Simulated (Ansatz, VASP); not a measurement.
# BeTe in VASP and in Ansatz

```
CELL_PARAMETERS angstrom
0.00000 2.80249 2.80249
2.80249 0.00000 2.80249
2.80249 2.80249 0.00000
ATOMIC_POSITIONS crystal
Be 0.00000 0.00000 0.00000
Te 0.25000 0.25000 0.25000
```

Alike in both runs: functional PBEsol; k mesh 8 × 8 × 8; occupations gaussian, width 0.02 eV; no spin polarisation.

Ansatz relaxed the structure, and its values are those at the end. VASP's run is a single point on that final structure, the one shown.

```csv
,VASP,Ansatz
version,VASP 6.6.1,Ansatz 0.2.0
potentials or method,"VASP PAW PBE potentials, release 64 (Be, Te), cutoff 600 eV","scalar-relativistic, plane waves, PAW"
valence electrons in the cell,8,18
```

Ansatz gave:

```
gap on the k mesh at the Fermi level (eV) : 1.84
least direct gap on the mesh (eV)         : 3.61
pressure (GPa)                            : 0.0
```

Problem. Which values does VASP return?

Solution. gap on the k mesh at the Fermi level (eV): 1.82; least direct gap on the mesh (eV): 3.59; pressure (GPa): 0.3.

VASP's potentials were made for PBE, not for PBEsol, and Ansatz warns of the same on its side. VASP's potentials hold 8 valence electrons a cell and Ansatz's 18, so a difference there can come from the potentials and not from the codes.

Spin-orbit coupling is off throughout.
